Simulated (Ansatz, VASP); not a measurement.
# Two plane-wave programs on CeO2

INCAR

```
  PREC = Accurate
  ENCUT = 520
  EDIFF = 1E-6
  ISMEAR = 0
  SIGMA = 0.1
  LREAL = F
  LASPH = T
  NELM = 100
  ALGO = Normal
  ISIF = 2
  LWAVE = F
  LCHARG = F
  GGA = PE
  NBANDS = 19
```

KPOINTS

```
regular mesh
0
Gamma
  6 6 6
```

File POSCAR:

```
CeO2
1.0
    0.0000000000      2.7036500000      2.7036500000
    2.7036500000      0.0000000000      2.7036500000
    2.7036500000      2.7036500000      0.0000000000
Ce O
1 2
Direct
    0.0000000000      0.0000000000      0.0000000000
    0.2500000000      0.2500000000      0.2500000000
    0.7500000000      0.7500000000      0.7500000000
```

Input for Ansatz:

```yaml
crystal:
  lattice:
    - [0.0, 2.70365, 2.70365]
    - [2.70365, 0.0, 2.70365]
    - [2.70365, 2.70365, 0.0]
  atoms:
    - { symbol: Ce, position: [0.0, 0.0, 0.0] }
    - { symbol: O, position: [0.25, 0.25, 0.25] }
    - { symbol: O, position: [0.75, 0.75, 0.75] }
basis:
  ecutwfc: 600.0
kpoints:
  mp_grid: { grid: [6, 6, 6] }
hamiltonian:
  xc: pbe
scf:
  occupations: { method: gaussian, width: 0.1 }
output:
  forces: true
  stress: true
  eigenvalues: true
```

Alike in both runs: task single point; functional PBE; k mesh 6 × 6 × 6; occupations gaussian, width 0.1 eV; no spin polarisation.

|  | VASP | Ansatz |
| --- | --- | --- |
| version | VASP 6.6.1 | Ansatz 0.2.0 |
| potentials or method | VASP PAW PBE potentials, release 64 (Ce, O), cutoff 520 eV | scalar-relativistic, plane waves, PAW |
| valence electrons in the cell | 24 | 24 |

```csv
,VASP,Ansatz,Ansatz less VASP
gap on the k mesh at the Fermi level (eV),2.07,2.11,+0.036
least direct gap on the mesh (eV),2.14,2.18,+0.039
pressure (GPa),5.8,5.8,-0.01
```

Neither program's run includes spin-orbit coupling.
